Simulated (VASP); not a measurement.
Write the native input for VASP 6.6.1 that does the following.

| Property | Result |
| --- | --- |
| Task | single point |
| Functional | PBEsol |
| Potentials or basis | VASP PAW PBE potentials, release 64 (Sc_sv, Al) |
| Cutoff | 520 eV |
| k mesh | 12 × 12 × 8 |
| Occupations | gaussian, width 0.15 eV |
| Spin | no spin polarisation |
| Dipole correction | no |
| Further INCAR settings | ALGO = Fast; EDIFF = 1e-06; NBANDS = 34 |

The structure of Sc2Al lies in POSCAR:

```
Sc2Al
1.0
    4.6083540236      0.0000000000      0.0000000000
   -2.3041770118      3.9909516541      0.0000000000
    0.0000000000      0.0000000000      6.2375876032
Sc Al
4 2
Direct
    0.0000000000      0.0000000000      0.0000000000
    0.0000000000      0.0000000000      0.5000000000
    0.3333333333      0.6666666667      0.7500000000
    0.6666666667      0.3333333333      0.2500000000
    0.3333333333      0.6666666667      0.2500000000
    0.6666666667      0.3333333333      0.7500000000
```

This cell differs from its parent crystal: strain -0.050 along x and y, +0.025 along z.

The input as run:

INCAR

```
PREC = Accurate
ENCUT = 520
EDIFF = 1E-6
ISMEAR = 0
SIGMA = 0.15
LREAL = False
LASPH = True
NELM = 100
ALGO = Fast
ISIF = 2
LWAVE = False
LCHARG = False
GGA = PS
NBANDS = 34
```

KPOINTS

```
regular mesh
0
Gamma
  12 12 8
```

Potentials or basis: VASP PAW PBE potentials, release 64 (Sc_sv, Al).

Launch:

```sh
$ cat potpaw_PBE.64/Sc_sv/POTCAR potpaw_PBE.64/Al/POTCAR > POTCAR
$ mpirun -np 1 vasp_std > vasp.out
```

It gave:

The pressure is 7.8 GPa and the band gap on the k mesh is zero (bands 25 and 26 overlap by 0.87 eV).

Caveat: the cell differs from its parent crystal (strain -0.050 along x and y, +0.025 along z); the stress differs along the axes, from 0 to 12 GPa; the PAW data sets were made with another functional, which shifts forces and pressure a little.

Wall time 8.5 min on 1 thread of Intel(R) Xeon(R) Platinum 8259CL CPU @ 2.50GHz (Skylake/Cascade Lake), with other jobs on the host, peak memory 0.44 GiB.
